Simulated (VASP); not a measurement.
# Se (Pm-3m) in VASP: a series of runs

Runs on Se. Level: PBE. Tasks: single point.

Program: VASP 6.6.1. These are calculated values, not measurements. Logs are shortened: lines on timing, memory, paths and dates and some standing lists are left out, and cuts for length are marked.

## 1. The cell of the first run

It takes space group Pm-3m (No. 221, cubic). Conventional cell: a = 2.582 Å, b = 2.582 Å, c = 2.582 Å, α = 90.00°, β = 90.00°, γ = 90.00°. Se (site symmetry m-3m) has 6 Se at 2.58 Å within 3.4 Å.

## 2. Single point, PBE (volume scaled by 0.76)

Input file INCAR:

```
PREC = Accurate
ENCUT = 520
EDIFF = 1E-6
ISMEAR = -1
SIGMA = 0.08
LREAL = F
LASPH = T
NELM = 80
ALGO = Normal
ISIF = 2
LWAVE = F
LCHARG = F
GGA = PE
NBANDS = 9
```

Input file KPOINTS:

```
regular mesh
0
Gamma
  15 15 15
```

Input file POSCAR:

```
Se
1.0
    2.5817349528      0.0000000000      0.0000000000
    0.0000000000      2.5817349528      0.0000000000
    0.0000000000      0.0000000000      2.5817349528
Se
1
Direct
    0.0000000000      0.0000000000      0.0000000000
```

Potentials or basis: VASP PAW PBE potentials, release 64 (Se).

The run is started by

```
cat potpaw_PBE.64/Se/POTCAR > POTCAR
mpirun -np 1 vasp_std > vasp.out
```

OUTCAR:

```text
PREC = Accurate
   ENCUT = 520
   EDIFF = 1E-6
   ISMEAR = -1
   LREAL = F
   LASPH = T
   NELM = 80
   ISIF = 2
   GGA = PE

 ion  position               nearest neighbor table
   1  0.000  0.000  0.000-

  LATTYP: Found a simple cubic cell.
 ALAT       =     2.5817349528

  Lattice vectors:

 A1 = (   2.5817349528,   0.0000000000,   0.0000000000)
 A2 = (   0.0000000000,   2.5817349528,   0.0000000000)
 A3 = (   0.0000000000,   0.0000000000,   2.5817349528)

Analysis of symmetry for initial positions (statically):
=====================================================================
 Subroutine PRICEL returns:
 Original cell was already a primitive cell.

 Routine SETGRP: Setting up the symmetry group for a
 simple cubic supercell.

 Subroutine GETGRP returns: Found 48 space group operations
 (whereof 48 operations were pure point group operations)
 out of a pool of 48 trial point group operations.

The static configuration has the point symmetry O_h .

Analysis of symmetry for dynamics (positions and initial velocities):
=====================================================================
 Subroutine PRICEL returns:
 Original cell was already a primitive cell.

 Routine SETGRP: Setting up the symmetry group for a
 simple cubic supercell.

 Subroutine GETGRP returns: Found 48 space group operations
 (whereof 48 operations were pure point group operations)
 out of a pool of 48 trial point group operations.

The dynamic configuration has the point symmetry O_h .

 Subroutine INISYM returns: Found 48 space group operations
 (whereof 48 operations are pure point group operations),
 and found     1 'primitive' translations

----------------------------------------------------------------------------------------

                                     Primitive cell

  volume of cell :      17.2082

  direct lattice vectors                    reciprocal lattice vectors
     2.581734953  0.000000000  0.000000000     0.387336430  0.000000000  0.000000000
     0.000000000  2.581734953  0.000000000     0.000000000  0.387336430  0.000000000
     0.000000000  0.000000000  2.581734953     0.000000000  0.000000000  0.387336430

  length of vectors
     2.581734953  2.581734953  2.581734953     0.387336430  0.387336430  0.387336430

  position of ions in fractional coordinates (direct lattice)
     0.000000000  0.000000000  0.000000000

  ion indices of the primitive-cell ions
[... 75 lines left out ...]
   LREAL  =      F    real-space projection
   EDIFFG = 0.1E-04   stopping-criterion for IOM
   NSW    =      0    number of steps for IOM
   IBRION =     -1    ionic relax: 0-MD 1-quasi-New 2-CG
   NFREE  =      0    steps in history (QN), initial steepest desc. (CG)
   ISIF   =      2    stress and relaxation
   ISYM   =      2    0-nonsym 1-usesym 2-fastsym
   POTIM  = 0.5000    time-step for ionic-motion
   TEBEG  =    0.0;   TEEND  =   0.0 temperature during run
   PSTRESS=    0.0 pullay stress
   NELECT =       6.0000    total number of electrons
   NUPDOWN=      -1.0000    fix difference up-down
   EMIN   =  10.00;   EMAX   =-10.00  energy-range for DOS
   EFERMI =   0.00;   METHOD = LEGACY
   ISMEAR =    -1;   SIGMA  =   0.08  broadening in eV -4-tet -1-fermi 0-gaus
   EFERMI_NEDOS =   21; number of points for ismear=-14 and -15
   IALGO  =     38    algorithm
   IMIX   =      4    mixing-type and parameters
     AMIX     =   0.40;   BMIX     =  1.00
     AMIX_MAG =   1.60;   BMIX_MAG =  1.00
  volume/ion in A,a.u.               =      17.21       116.13
  Fermi-wavevector in a.u.,A,eV,Ry     =   1.152251  2.177438 18.064201  1.327681
  Thomas-Fermi vector in A             =   2.288903
   LORBIT       =      0    0 simple, 1 ext, 2 COOP (PROOUT), +10 PAW based schemes
   GGA     = PE    functional components
   LHFCALC =     F    Hartree Fock is set to
   AEXX    =    0.0000 exact exchange contribution
   IVDW    =     0    specifies the selected vdW correction
   LEPSILON=     F    determine dielectric tensor
   LRPA    =     F    only Hartree local field effects (RPA)
 non-spin polarized calculation
  energy-cutoff  :      520.00
  volume of cell :       17.21
 maximum number of plane-waves:       472
 NGX is ok and might be reduce to    20
   NGX =  9   NGY =  9   NGZ =  9

 number of electron       6.0000003 magnetization

 Free energy of the ion-electron system (eV)
  ---------------------------------------------------
  ext. energy  EPLUGINS =         0.00000000
  ---------------------------------------------------
  free energy    TOTEN  =        -2.86041875 eV

  energy without entropy =       -2.85351607  energy(sigma->0) =       -2.85696741

 E-fermi :   8.4599     XC(G=0): -11.1781

 val. band max:        8.4497417804   @ k =   0.2000   0.1333   0.1333
 cond. band min:       8.4842714408   @ k =   0.4000   0.2000   0.2000
 fundamental gap:      0.0345296604
 Fermi energy:         8.4598684639

 k-point     1 :       0.0000    0.0000    0.0000
  band No.  band energies     occupation
      1     -10.4790      2.00000
      2      10.2576      0.00000
      3      10.2576      0.00000
      4      10.2576      0.00000
      5      15.6263      0.00000
      6      15.6263      0.00000
      7      17.9616      0.00000
      8      33.5981      0.00000
      9      33.5981      0.00000
[... 265 lines left out ...]
 k-point    24 :       0.3333    0.2000    0.0000
  band No.  band energies     occupation
      1      -7.7118      2.00000
      2       1.8284      2.00000
      3       6.7499      2.00000
      4      12.4158      0.00000
      5      17.2123      0.00000
      6      19.4664      0.00000
      7      25.0974      0.00000
      8      25.1439      0.00000
      9      27.1018      0.00000

 [... further k-points ...]

------------------------ aborting loop because EDIFF is reached ----------------------------------------

  FORCE on cell =-STRESS in cart. coord.  units (eV):
  Direction    XX          YY          ZZ          XY          YZ          ZX
  --------------------------------------------------------------------------------------
  -------------------------------------------------------------------------------------
  Total        3.8725375      3.8725375      3.8725375     -0.0000000     -0.0000000      0.0000000
  in kB      360.5547783    360.5547783    360.5547783     -0.0000000     -0.0000000      0.0000000
  external PRESSURE =     360.5547783 kB  Pullay stress =       0.0000000 kB

 VOLUME and BASIS-vectors are now :
 -----------------------------------------------------------------------------
  energy-cutoff  :      520.00
  volume of cell :       17.21
      direct lattice vectors                 reciprocal lattice vectors
     2.581734953  0.000000000  0.000000000     0.387336430  0.000000000  0.000000000
     0.000000000  2.581734953  0.000000000     0.000000000  0.387336430  0.000000000
     0.000000000  0.000000000  2.581734953     0.000000000  0.000000000  0.387336430

 POSITION                                       TOTAL-FORCE (eV/Angst)
 -----------------------------------------------------------------------------------
      0.00000      0.00000      0.00000         0.000000      0.000000      0.000000
 -----------------------------------------------------------------------------------
    total drift:                                0.000000     -0.000000      0.000000

  FREE ENERGIE OF THE ION-ELECTRON SYSTEM (eV)
  ---------------------------------------------------
  free  energy   TOTEN  =        -2.8604187521 eV

  energy  without entropy=       -2.8535160734  energy(sigma->0) =       -2.85696741
```

OSZICAR:

```text
N       E                     dE             d eps       ncg     rms          rms(c)
DAV:   1     0.963382480188E+01    0.96338E+01   -0.30519E+03  2184   0.584E+02
DAV:   2    -0.264222280719E+01   -0.12276E+02   -0.11622E+02  2902   0.781E+01
DAV:   3    -0.286432898757E+01   -0.22211E+00   -0.22151E+00  2618   0.979E+00
DAV:   4    -0.286465140581E+01   -0.32242E-03   -0.32241E-03  2947   0.421E-01
DAV:   5    -0.286465161238E+01   -0.20657E-06   -0.20794E-06  2528   0.866E-03    0.668E+00
DAV:   6    -0.286099664409E+01    0.36550E-02   -0.32554E-03  2439   0.313E-01    0.404E+00
DAV:   7    -0.286037279130E+01    0.62385E-03   -0.58800E-03  2309   0.449E-01    0.685E-02
DAV:   8    -0.286040721915E+01   -0.34428E-04   -0.14542E-04  2438   0.728E-02    0.176E-02
DAV:   9    -0.286041790379E+01   -0.10685E-04   -0.13650E-05  2584   0.234E-02    0.647E-03
DAV:  10    -0.286041875209E+01   -0.84830E-06   -0.18128E-06  2485   0.826E-03
   1 F= -.28604188E+01 E0= -.28569674E+01  d E =-.690268E-02
```

Wall time 6.7 s (1 thread of Intel Xeon Platinum 8559C (Emerald Rapids), shared host); peak memory 0.13 GiB.

What came out:

```yaml
Free_energy: -2.8604 eV
Pressure: 36.1 GPa
Band_gap_on_the_k_mesh: zero (band 3 reaches 12.49 eV, above the bottom of band 4 at 4.06 eV)
```

## 3. Single point, PBE (volume scaled by 0.84)

Input file INCAR:

```
ALGO     = Normal         # electronic algorithm
EDIFF    = 1E-6           # SCF threshold, eV
ENCUT    = 520            # plane-wave cutoff, eV
GGA      = PE             # functional
ISIF     = 2              # what is computed and relaxed
ISMEAR   = -1             # smearing method
LASPH    = T              # aspherical terms in the spheres
LCHARG   = T              # write CHGCAR
LELF     = T              # ELF
LREAL    = F              # projectors in reciprocal space
LVHAR    = T            
LWAVE    = F              # write WAVECAR
NBANDS   = 9              # bands
NELM     = 80             # most SCF steps
PREC     = Accurate       # precision mode
SIGMA    = 0.08           # smearing width, eV
```

Input file KPOINTS:

```
k-points
0
Gamma
  15 15 15
```

Input file POSCAR:

```
Se
1.0
    2.6693174101      0.0000000000      0.0000000000
    0.0000000000      2.6693174101      0.0000000000
    0.0000000000      0.0000000000      2.6693174101
Se
1
Direct
    0.0000000000      0.0000000000      0.0000000000
```

Potentials or basis: VASP PAW PBE potentials, release 64 (Se).

The run is started by

```
cat potpaw_PBE.64/Se/POTCAR > POTCAR
mpirun -np 1 vasp_std > vasp.out
```

It took 6.5 s on 1 thread of Intel Xeon Platinum 8559C (Emerald Rapids), shared host; peak memory 0.13 GiB.

Results (log left out):

- Free energy: -3.1605 eV
- Pressure: 18.4 GPa
- Band gap on the k mesh: zero (band 3 reaches 10.50 eV, above the bottom of band 4 at 2.99 eV)

Levels at points of the mesh, in eV from the Fermi level:
```
           k point  band 1  band 2  band 3  band 4  band 5  band 6  band 7
(0.00, 0.00, 0.00)  -17.75    1.66    1.66    1.66    7.42    7.42    8.87
```

## 4. Single point, PBE (volume scaled by 0.92)

Input file INCAR:

```
SYSTEM = Se
ALGO     = Normal         ! electronic algorithm
EDIFF    = 1E-6           ! SCF threshold, eV
ENCUT    = 520            ! plane-wave cutoff, eV
GGA      = PE             ! functional
ISIF     = 2              ! what is computed and relaxed
ISMEAR   = -1             ! smearing method
LASPH    = .True.         ! aspherical terms in the spheres
LCHARG   = .False.        ! write CHGCAR
LREAL    = .False.        ! projectors in reciprocal space
LWAVE    = .False.        ! write WAVECAR
NBANDS   = 9              ! bands
NELM     = 80             ! most SCF steps
PREC     = Accurate       ! precision mode
SIGMA    = 0.08           ! smearing width, eV
```

Input file KPOINTS:

```
k-points
0
Gamma
  15 15 15
  0 0 0
```

Input file POSCAR:

```
Se
1.0
    2.7515013665      0.0000000000      0.0000000000
    0.0000000000      2.7515013665      0.0000000000
    0.0000000000      0.0000000000      2.7515013665
Se
1
Direct
    0.0000000000      0.0000000000      0.0000000000
```

Potentials or basis: VASP PAW PBE potentials, release 64 (Se).

The run is started by

```
cat potpaw_PBE.64/Se/POTCAR > POTCAR
mpirun -np 1 vasp_std > vasp.out
```

OUTCAR:

```text
SYSTEM = Se
   EDIFF = 1E-6
   ENCUT = 520
   GGA = PE
   ISIF = 2
   ISMEAR = -1
   LASPH = .True.
   LREAL = .False.
   NELM = 80
   PREC = Accurate

 ion  position               nearest neighbor table
   1  0.000  0.000  0.000-

  LATTYP: Found a simple cubic cell.
 ALAT       =     2.7515013665

  Lattice vectors:

 A1 = (   2.7515013665,   0.0000000000,   0.0000000000)
 A2 = (   0.0000000000,   2.7515013665,   0.0000000000)
 A3 = (   0.0000000000,   0.0000000000,   2.7515013665)

Analysis of symmetry for initial positions (statically):
=====================================================================
 Subroutine PRICEL returns:
 Original cell was already a primitive cell.

 Routine SETGRP: Setting up the symmetry group for a
 simple cubic supercell.

 Subroutine GETGRP returns: Found 48 space group operations
 (whereof 48 operations were pure point group operations)
 out of a pool of 48 trial point group operations.

The static configuration has the point symmetry O_h .

Analysis of symmetry for dynamics (positions and initial velocities):
=====================================================================
 Subroutine PRICEL returns:
 Original cell was already a primitive cell.

 Routine SETGRP: Setting up the symmetry group for a
 simple cubic supercell.

 Subroutine GETGRP returns: Found 48 space group operations
 (whereof 48 operations were pure point group operations)
 out of a pool of 48 trial point group operations.

The dynamic configuration has the point symmetry O_h .

 Subroutine INISYM returns: Found 48 space group operations
 (whereof 48 operations are pure point group operations),
 and found     1 'primitive' translations

----------------------------------------------------------------------------------------

[... 110 lines left out ...]
     AMIX_MAG =   1.60;   BMIX_MAG =  1.00
  volume/ion in A,a.u.               =      20.83       140.57
  Fermi-wavevector in a.u.,A,eV,Ry     =   1.081157  2.043091 15.903862  1.168901
  Thomas-Fermi vector in A             =   2.217167
   LORBIT       =      0    0 simple, 1 ext, 2 COOP (PROOUT), +10 PAW based schemes
   GGA     = PE    functional components
   LHFCALC =     F    Hartree Fock is set to
   AEXX    =    0.0000 exact exchange contribution
   IVDW    =     0    specifies the selected vdW correction
   LEPSILON=     F    determine dielectric tensor
   LRPA    =     F    only Hartree local field effects (RPA)
 non-spin polarized calculation
  energy-cutoff  :      520.00
  volume of cell :       20.83
 maximum number of plane-waves:       587
   NGX = 11   NGY = 11   NGZ = 11

 number of electron       6.0000001 magnetization

 Free energy of the ion-electron system (eV)
  ---------------------------------------------------
  ext. energy  EPLUGINS =         0.00000000
  ---------------------------------------------------
  free energy    TOTEN  =        -3.30043760 eV

  energy without entropy =       -3.29143569  energy(sigma->0) =       -3.29593665

 E-fermi :   5.7071     XC(G=0): -10.2880

 val. band max:        5.6934542329   @ k =   0.4000   0.2667   0.2000
 cond. band min:       5.7087609454   @ k =   0.2667   0.1333   0.0000
 fundamental gap:      0.0153067126
 Fermi energy:         5.7071040978

 k-point     1 :       0.0000    0.0000    0.0000
  band No.  band energies     occupation
      1     -11.0815      2.00000
      2       7.2348      0.00000
      3       7.2348      0.00000
      4       7.2348      0.00000
      5      13.3299      0.00000
      6      13.3299      0.00000
      7      14.0375      0.00000
      8      28.7297      0.00000
      9      28.7297      0.00000
[... 265 lines left out ...]
 k-point    24 :       0.3333    0.2000    0.0000
  band No.  band energies     occupation
      1      -8.9270      2.00000
      2       0.4448      2.00000
      3       4.3879      2.00000
      4       8.8290      0.00000
      5      14.5153      0.00000
      6      16.2489      0.00000
      7      20.9876      0.00000
      8      21.4882      0.00000
      9      22.8411      0.00000

 [... further k-points ...]

------------------------ aborting loop because EDIFF is reached ----------------------------------------

  FORCE on cell =-STRESS in cart. coord.  units (eV):
  Direction    XX          YY          ZZ          XY          YZ          ZX
  --------------------------------------------------------------------------------------
  -------------------------------------------------------------------------------------
  Total        0.9370169      0.9370169      0.9370169     -0.0000000      0.0000000     -0.0000000
  in kB       72.0690531     72.0690531     72.0690531     -0.0000000      0.0000000     -0.0000000
  external PRESSURE =      72.0690531 kB  Pullay stress =       0.0000000 kB

 VOLUME and BASIS-vectors are now :
 -----------------------------------------------------------------------------
  energy-cutoff  :      520.00
  volume of cell :       20.83
      direct lattice vectors                 reciprocal lattice vectors
     2.751501366  0.000000000  0.000000000     0.363437944  0.000000000  0.000000000
     0.000000000  2.751501366  0.000000000     0.000000000  0.363437944  0.000000000
     0.000000000  0.000000000  2.751501366     0.000000000  0.000000000  0.363437944

 POSITION                                       TOTAL-FORCE (eV/Angst)
 -----------------------------------------------------------------------------------
      0.00000      0.00000      0.00000         0.000000      0.000000      0.000000
 -----------------------------------------------------------------------------------
    total drift:                               -0.000000     -0.000000      0.000000

  FREE ENERGIE OF THE ION-ELECTRON SYSTEM (eV)
  ---------------------------------------------------
  free  energy   TOTEN  =        -3.3004375995 eV

  energy  without entropy=       -3.2914356931  energy(sigma->0) =       -3.29593665
```

It took 6.3 s on 1 thread of Intel Xeon Platinum 8559C (Emerald Rapids), shared host; peak memory 0.13 GiB.

Results:

```
Free energy            : -3.3004 eV
Pressure               : 7.2 GPa
Band gap on the k mesh : zero (band 3 reaches 8.84 eV, above the bottom of band 4 at 2.12 eV)
```

Levels at points of the mesh, in eV from the Fermi level:
```tsv
k point	band 1	band 2	band 3	band 4	band 5	band 6	band 7
(0.00, 0.00, 0.00)	-16.79	1.53	1.53	1.53	7.62	7.62	8.33
```

## 5. Summary

```tsv
cell	gap on the mesh (eV)	pressure (GPa)
a = 2.582 Å, 1 atom	none	36.1
a = 2.669 Å, 1 atom	none	18.4
a = 2.752 Å, 1 atom	none	7.2
```

Alike in all rows: task single point; level PBE; potentials or basis VASP PAW PBE potentials, release 64 (Se); no spin polarisation; k mesh 15 × 15 × 15; cutoff (eV) 520; smearing fermi-dirac 0.08 eV.

Absolute energies hang on the potentials; compare differences alone.
